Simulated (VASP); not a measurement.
Input of a VASP 6.6.1 run:

INCAR

```
PREC = Accurate
ENCUT = 600
EDIFF = 1E-6
ISMEAR = 0
SIGMA = 0.1
LREAL = F
LASPH = T
NELM = 120
ALGO = Normal
ISIF = 2
LWAVE = F
LCHARG = T
GGA = PE
LELF = T
LVHAR = T
NBANDS = 11
GGA_COMPAT = F
```

The input KPOINTS:

```
regular mesh
0
Gamma
  8 8 8
```

The input POSCAR:

```
SiC
1.0
    0.0000000000      1.8493631880      1.8493631880
    1.8493631880      0.0000000000      1.8493631880
    1.8493631880      1.8493631880      0.0000000000
C Si
1 1
Direct
    0.0000000000      0.0000000000      0.0000000000
    0.5000000000      0.5000000000      0.5000000000
```

Potentials or basis: VASP PAW PBE potentials, release 64 (C, Si).

Launch:

```bash
$ cat potpaw_PBE.64/C/POTCAR potpaw_PBE.64/Si/POTCAR > POTCAR
$ mpirun -np 1 vasp_std > vasp.out
```

What does it give for the pressure?

124.2 GPa.

What does it give for the band gap on the k mesh?

1.12 eV, indirect (least direct gap 6.60 eV).

A k mesh can miss the band edges.
